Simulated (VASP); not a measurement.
# GaSb (F-43m) in VASP: settings compared

The runs below take GaSb through single point, with B3LYP, B3LYP5.

Program: VASP 6.6.1. These are calculated values, not measurements. Logs are shortened: lines on timing, memory, paths and dates and some standing lists are left out, and cuts for length are marked.

### 1 The cell of the first run

It takes space group F-43m (No. 216, cubic). Conventional cell: a = 6.077 Å, b = 6.077 Å, c = 6.077 Å, α = 90.00°, β = 90.00°, γ = 90.00°. Sb (site symmetry -43m) has 4 Ga at 2.63 Å within 3.5 Å. Ga (site symmetry -43m) has 4 Sb at 2.63 Å within 3.5 Å.

### 2 Single point, B3LYP

Input file POSCAR:

```
GaSb
1.0
    0.0000000000      3.0384691801      3.0384691801
    3.0384691801      0.0000000000      3.0384691801
    3.0384691801      3.0384691801      0.0000000000
Sb Ga
1 1
Direct
    0.7500000000      0.7500000000      0.7500000000
    0.0000000000      0.0000000000      0.0000000000
```

Input file INCAR.step1:

```
SYSTEM = GaSb
ALGO = Normal
EDIFF = 1E-5
ENCUT = 400
GGA = PE
GGA_COMPAT = .FALSE.
ISIF = 2
ISMEAR = -1
LASPH = .TRUE.
LREAL = .FALSE.
LWAVE = .TRUE.
NBANDS = 21
NELM = 120
PREC = Accurate
SIGMA = 0.05
```

Input file INCAR.step2:

```
SYSTEM = GaSb
AEXX = 0.2
AGGAC = 0.81
AGGAX = 0.72
ALDAC = 0.19
ALGO = Normal
EDIFF = 1E-6
ENCUT = 400
GGA = B3
GGA_COMPAT = .FALSE.
ISIF = 2
ISMEAR = -1
ISTART = 1
LASPH = .TRUE.
LCHARG = .TRUE.
LELF = .TRUE.
LHFCALC = .TRUE.
LREAL = .FALSE.
LVHAR = .TRUE.
LWAVE = .FALSE.
NBANDS = 21
NELM = 120
PREC = Accurate
PRECFOCK = Normal
SIGMA = 0.05
```

Input file KPOINTS:

```
k-points
0
G
  4 4 4
  0 0 0
```

Potentials or basis: VASP PAW PBE potentials, release 64 (Sb_d_GW, Ga_d).

On the command line:

```
$ cat potpaw_PBE.64/Sb_d_GW/POTCAR potpaw_PBE.64/Ga_d/POTCAR > POTCAR
$ cp INCAR.step1 INCAR
$ mpirun -np 1 vasp_std > vasp.out
$ cp INCAR.step2 INCAR
$ mpirun -np 1 vasp_std > vasp.out
```

OUTCAR:

```text
SYSTEM = GaSb
   AEXX = 0.2
   EDIFF = 1E-6
   ENCUT = 400
   GGA = B3
   ISIF = 2
   ISMEAR = -1
   ISTART = 1
   LASPH = .TRUE.
   LHFCALC = .TRUE.
   LREAL = .FALSE.
   NELM = 120
   PREC = Accurate
   PRECFOCK = Normal

 ion  position               nearest neighbor table
   1  0.750  0.750  0.750-   2 2.63   2 2.63   2 2.63   2 2.63
   2  0.000  0.000  0.000-   1 2.63   1 2.63   1 2.63   1 2.63

  LATTYP: Found a face centered cubic cell.
 ALAT       =     6.0769383602

  Lattice vectors:

 A1 = (   0.0000000000,   3.0384691801,   3.0384691801)
 A2 = (   3.0384691801,   0.0000000000,   3.0384691801)
 A3 = (   3.0384691801,   3.0384691801,   0.0000000000)

Analysis of symmetry for initial positions (statically):
=====================================================================
 Subroutine PRICEL returns:
 Original cell was already a primitive cell.

 Routine SETGRP: Setting up the symmetry group for a
 face centered cubic supercell.

 Subroutine GETGRP returns: Found 24 space group operations
 (whereof 24 operations were pure point group operations)
 out of a pool of 48 trial point group operations.

The static configuration has the point symmetry T_d .

Analysis of symmetry for dynamics (positions and initial velocities):
=====================================================================
 Subroutine PRICEL returns:
 Original cell was already a primitive cell.

 Routine SETGRP: Setting up the symmetry group for a
 face centered cubic supercell.

 Subroutine GETGRP returns: Found 24 space group operations
 (whereof 24 operations were pure point group operations)
 out of a pool of 48 trial point group operations.

The dynamic configuration has the point symmetry T_d .

 Subroutine INISYM returns: Found 24 space group operations
 (whereof 24 operations are pure point group operations),
 and found     1 'primitive' translations

----------------------------------------------------------------------------------------

                                     Primitive cell

  volume of cell :      56.1041

  direct lattice vectors                    reciprocal lattice vectors
     0.000000000  3.038469180  3.038469180    -0.164556548  0.164556548  0.164556548
     3.038469180  0.000000000  3.038469180     0.164556548 -0.164556548  0.164556548
     3.038469180  3.038469180  0.000000000     0.164556548  0.164556548 -0.164556548

  length of vectors
     4.297044323  4.297044323  4.297044323     0.285020302  0.285020302  0.285020302

  position of ions in fractional coordinates (direct lattice)
     0.750000000  0.750000000  0.750000000
     0.000000000  0.000000000  0.000000000

  ion indices of the primitive-cell ions
   primitive index   ion index
                 1           1
                 2           2

----------------------------------------------------------------------------------------

 KPOINTS: k-points

Automatic generation of k-mesh.
 Grid dimensions read from file:
 generate k-points for:    4    4    4

 Generating k-lattice:

  Cartesian coordinates                     Fractional coordinates (reciprocal lattice)
    -0.041139137  0.041139137  0.041139137     0.250000000  0.000000000  0.000000000
     0.041139137 -0.041139137  0.041139137     0.000000000  0.250000000  0.000000000
     0.041139137  0.041139137 -0.041139137     0.000000000  0.000000000  0.250000000

  Length of vectors
     0.071255076  0.071255076  0.071255076

  Shift w.r.t. Gamma in fractional coordinates (k-lattice)
     0.000000000  0.000000000  0.000000000

 Subroutine IBZKPT returns following result:
 ===========================================

 Found      8 irreducible k-points:

 Following reciprocal coordinates:
            Coordinates               Weight
  0.000000  0.000000  0.000000      1.000000
  0.250000  0.000000  0.000000      8.000000
  0.500000  0.000000  0.000000      4.000000
  0.250000  0.250000  0.000000      6.000000
  0.500000  0.250000  0.000000     24.000000
 -0.250000  0.250000  0.000000     12.000000
  0.500000  0.500000  0.000000      3.000000
 -0.250000  0.500000  0.250000      6.000000
   k-points           NKPTS =      8   k-points in BZ     NKDIM =     64   number of bands    NBANDS=     21
   number of dos      NEDOS =    301   number of ions     NIONS =      2
   total plane-waves  NPLWV =  21952
   dimension x,y,z NGX =    28 NGY =   28 NGZ =   28
   dimension x,y,z NGXF=    56 NGYF=   56 NGZF=   56
   ions per type =               1   1
   NGX,Y,Z   is equivalent  to a cutoff of  10.83, 10.83, 10.83 a.u.
   NGXF,Y,Z  is equivalent  to a cutoff of  21.67, 21.67, 21.67 a.u.
 SYSTEM =  GaSb
   PREC   = accura    normal or accurate (medium, high low for compatibility)
   ISTART =      1    job   : 0-new  1-cont  2-samecut
   ICHARG =      0    charge: 1-file 2-atom 10-const
   ISPIN  =      1    spin polarized calculation?
   LNONCOLLINEAR =      F non collinear calculations
   LSORBIT =      F    spin-orbit coupling
   LASPH  =      T    aspherical Exc in radial PAW
   ENCUT  =  400.0 eV  29.40 Ry    5.42 a.u.   7.01  7.01  7.01*2*pi/ulx,y,z
   NELM   =    120;   NELMIN=  2; NELMDL=  0     # of ELM steps
   EDIFF  = 0.1E-05   stopping-criterion for ELM
   LREAL  =      F    real-space projection
   EDIFFG = 0.1E-04   stopping-criterion for IOM
   NSW    =      0    number of steps for IOM
   IBRION =     -1    ionic relax: 0-MD 1-quasi-New 2-CG
   NFREE  =      0    steps in history (QN), initial steepest desc. (CG)
   ISIF   =      2    stress and relaxation
   ISYM   =      3    0-nonsym 1-usesym 2-fastsym
   POTIM  = 0.5000    time-step for ionic-motion
   TEBEG  =    0.0;   TEEND  =   0.0 temperature during run
   PSTRESS=    0.0 pullay stress
   NELECT =      28.0000    total number of electrons
   NUPDOWN=      -1.0000    fix difference up-down
   EMIN   =  10.00;   EMAX   =-10.00  energy-range for DOS
   EFERMI =   0.00;   METHOD = LEGACY
   ISMEAR =    -1;   SIGMA  =   0.05  broadening in eV -4-tet -1-fermi 0-gaus
   EFERMI_NEDOS =   21; number of points for ismear=-14 and -15
   IALGO  =     38    algorithm
   IMIX   =      1    mixing-type and parameters
     AMIX     =   0.40;   BMIX     =  1.00
     AMIX_MAG =   1.60;   BMIX_MAG =  1.00
  volume/ion in A,a.u.               =      28.05       189.30
  Fermi-wavevector in a.u.,A,eV,Ry     =   1.298562  2.453926 22.943003  1.686263
  Thomas-Fermi vector in A             =   2.429882
   LORBIT       =      0    0 simple, 1 ext, 2 COOP (PROOUT), +10 PAW based schemes
   GGA     = B3    functional components
   LHFCALC =     T    Hartree Fock is set to
   PRECFOCK=normal    Normal, Fast or Accurate (Low or Medium for compatibility)
   ENCUT4O =  -1.0   cutoff for four orbital integrals eV
   NKREDX  =     1    reduce k-point grid by
   NKREDY  =     1    reduce k-point grid by
   NKREDZ  =     1    reduce k-point grid by
   AEXX    =    0.2000 exact exchange contribution
   HFSCREEN=    0.0000 screening length (either q_TF or 0.3 A-1)
   HFSCREENC=   0.0000 screening length for correlation (either q_TF or 0.3 A-1)
   ENCUTFOCK=  -1.0 apply spherical cutoff to Coloumb kernel
   IVDW    =     0    specifies the selected vdW correction
   LEPSILON=     F    determine dielectric tensor
   LRPA    =     F    only Hartree local field effects (RPA)
 non-spin polarized calculation
  energy-cutoff  :      400.00
  volume of cell :       56.10
 maximum number of plane-waves:      1036
  NGX = 24; NGY = 24; NGZ = 24

 number of electron      28.0000010 magnetization

 Free energy of the ion-electron system (eV)
  ---------------------------------------------------
  ext. energy  EPLUGINS =         0.00000000
  ---------------------------------------------------
  free energy    TOTEN  =        -7.83935124 eV

  energy without entropy =       -7.83935092  energy(sigma->0) =       -7.83935108

 E-fermi :   4.3638     XC(G=0):  -7.4423

 val. band max:        3.7199539772   @ k =   0.0000   0.0000   0.0000
 cond. band min:       4.9535325482   @ k =   0.0000   0.0000   0.0000
 fundamental gap:      1.2335785710
 Fermi energy:         4.3638344759

 k-point     1 :       0.0000    0.0000    0.0000
  band No.  band energies     occupation
      1     -26.8062      2.00000
      2     -26.8062      2.00000
      3     -26.8062      2.00000
      4     -26.7801      2.00000
      5     -26.7801      2.00000
      6     -13.6041      2.00000
[... 13 lines left out ...]
     20      13.9646      0.00000
     21      13.9646      0.00000

 k-point     2 :       0.2500    0.0000    0.0000
  band No.  band energies     occupation
      1     -26.8061      2.00000
      2     -26.8049      2.00000
      3     -26.8049      2.00000
      4     -26.7799      2.00000
      5     -26.7799      2.00000
      6     -13.6155      2.00000
[... 13 lines left out ...]
     20      12.8064      0.00000
     21      12.8064      0.00000

 k-point     3 :       0.5000    0.0000    0.0000
  band No.  band energies     occupation
      1     -26.8054      2.00000
      2     -26.8034      2.00000
      3     -26.8034      2.00000
      4     -26.7792      2.00000
      5     -26.7792      2.00000
      6     -13.6263      2.00000
[... 13 lines left out ...]
     20      15.2847      0.00000
     21      15.2847      0.00000

 k-point     4 :       0.2500    0.2500    0.0000
  band No.  band energies     occupation
      1     -26.8081      2.00000
      2     -26.8031      2.00000
      3     -26.8031      2.00000
      4     -26.7809      2.00000
      5     -26.7785      2.00000
      6     -13.6250      2.00000
[... 13 lines left out ...]
     20      14.3953      0.00000
     21      14.8438      0.00000

 k-point     5 :       0.5000    0.2500    0.0000
  band No.  band energies     occupation
      1     -26.8072      2.00000
      2     -26.8021      2.00000
      3     -26.8015      2.00000
      4     -26.7807      2.00000
      5     -26.7781      2.00000
      6     -13.6342      2.00000
[... 13 lines left out ...]
     20      15.5121      0.00000
     21      15.8197      0.00000

 k-point     6 :      -0.2500    0.2500    0.0000
  band No.  band energies     occupation
      1     -26.8054      2.00000
      2     -26.8036      2.00000
      3     -26.8031      2.00000
      4     -26.7796      2.00000
      5     -26.7793      2.00000
      6     -13.6278      2.00000
[... 13 lines left out ...]
     20      13.8970      0.00000
     21      16.0290      0.00000

 k-point     7 :       0.5000    0.5000    0.0000
  band No.  band energies     occupation
      1     -26.8100      2.00000
      2     -26.7998      2.00000
      3     -26.7998      2.00000
      4     -26.7819      2.00000
      5     -26.7769      2.00000
      6     -13.6435      2.00000
[... 13 lines left out ...]
     20      16.2743      0.00000
     21      16.9177      0.00000

 k-point     8 :      -0.2500    0.5000    0.2500
  band No.  band energies     occupation
      1     -26.8061      2.00000
      2     -26.8038      2.00000
      3     -26.7997      2.00000
      4     -26.7807      2.00000
      5     -26.7780      2.00000
      6     -13.6378      2.00000
[... 13 lines left out ...]
     20      15.6049      0.00000
     21      16.8029      0.00000

------------------------ aborting loop because EDIFF is reached ----------------------------------------

  FORCE on cell =-STRESS in cart. coord.  units (eV):
  Direction    XX          YY          ZZ          XY          YZ          ZX
  --------------------------------------------------------------------------------------
  -------------------------------------------------------------------------------------
  Total        1.5037446      1.5037446      1.5037446     -0.0000000      0.0000000     -0.0000000
  in kB       42.9427806     42.9427806     42.9427806     -0.0000000      0.0000000     -0.0000000
  external PRESSURE =      42.9427806 kB  Pullay stress =       0.0000000 kB

 VOLUME and BASIS-vectors are now :
 -----------------------------------------------------------------------------
  energy-cutoff  :      400.00
  volume of cell :       56.10
      direct lattice vectors                 reciprocal lattice vectors
     0.000000000  3.038469180  3.038469180    -0.164556548  0.164556548  0.164556548
     3.038469180  0.000000000  3.038469180     0.164556548 -0.164556548  0.164556548
     3.038469180  3.038469180  0.000000000     0.164556548  0.164556548 -0.164556548

 POSITION                                       TOTAL-FORCE (eV/Angst)
 -----------------------------------------------------------------------------------
      4.55770      4.55770      4.55770         0.000000      0.000000      0.000000
      0.00000      0.00000      0.00000        -0.000000     -0.000000     -0.000000
 -----------------------------------------------------------------------------------
    total drift:                                0.000018      0.000035      0.000019

  FREE ENERGIE OF THE ION-ELECTRON SYSTEM (eV)
  ---------------------------------------------------
  free  energy   TOTEN  =        -7.8393512442 eV

  energy  without entropy=       -7.8393509238  energy(sigma->0) =       -7.83935108
```

Wall time 9.7 min (1 thread of Intel Xeon 6975P-C (Granite Rapids), shared host); peak memory 0.18 GiB.

Results:

```
Free energy            : -7.8394 eV
Pressure               : 4.3 GPa
Band gap on the k mesh : 1.23 eV
```

Levels at points of the mesh, in eV from the valence-band top:
```
           k point  band 11  band 12  band 13  band 14  band 15  band 16  band 17  band 18
(0.00, 0.00, 0.00)   -12.59     0.00     0.00     0.00     1.23     3.92     3.92     3.92
(0.50, 0.00, 0.00)   -10.78    -6.96    -1.26    -1.26     1.51     4.98     4.98     7.88
(0.50, 0.50, 0.00)    -9.84    -7.46    -2.82    -2.82     1.98     2.36    10.35    10.35
```

Caveat: the k points lie up to 0.45 Å⁻¹ apart; the PAW data sets were made with another functional, which shifts forces and pressure a little; spin-orbit coupling is left out, which moves the levels of the heavy elements. A k mesh can miss the band edges.

(Continued in part 2 of 2.)
